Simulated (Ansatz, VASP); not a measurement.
## Two plane-wave programs on Al4B3Sb

```xyz
8
Lattice="3.5110 0.0000 0.0000 -1.7555 3.0406 0.0000 0.0000 0.0000 10.4868" Properties=species:S:1:pos:R:3 pbc="T T T"
Al    0.0000    2.0271    8.2854
Al    0.0000    2.0271    4.1280
Al    1.7555    1.0135    2.2014
Al    1.7555    1.0135    6.3588
B     0.0000    0.0000    5.2434
B     1.7555    3.0406    3.4113
B     0.0000    0.0000    7.0756
Sb    0.0000    0.0000   10.4868
```

Alike in both runs: task single point; functional PBE; k mesh 6 × 6 × 2; occupations gaussian, width 0.2 eV; no spin polarisation.

|  | VASP | Ansatz |
| --- | --- | --- |
| version | VASP 6.6.1 | Ansatz 0.2.0 |
| potentials or method | VASP PAW PBE potentials, release 64 (Al, B, Sb), cutoff 520 eV | scalar-relativistic, plane waves, PAW |
| valence electrons in the cell | 26 | 36 |

|  | VASP | Ansatz | Ansatz less VASP |
| --- | --- | --- | --- |
| gap on the k mesh at the Fermi level (eV) | none | none | - |
| pressure (GPa) | 0.0 | 0.0 | +0.02 |
| traceless stress, the component that is largest in VASP (GPa) | 0.18 | 0.15 | -0.032 |
| rms of the force components (eV/Å) | 0.024 | 0.022 | -0.0022 |

Atom by atom the forces differ by 0.003 eV/Å (rms over components). A gap of «none» marks a metal or a gap that the smearing closes. The functional is the same, so the differences come from potentials, cutoffs and numerics. VASP's potentials hold 26 valence electrons a cell and Ansatz's 36, so a difference there can come from the potentials and not from the codes.

Neither program's run includes spin-orbit coupling.
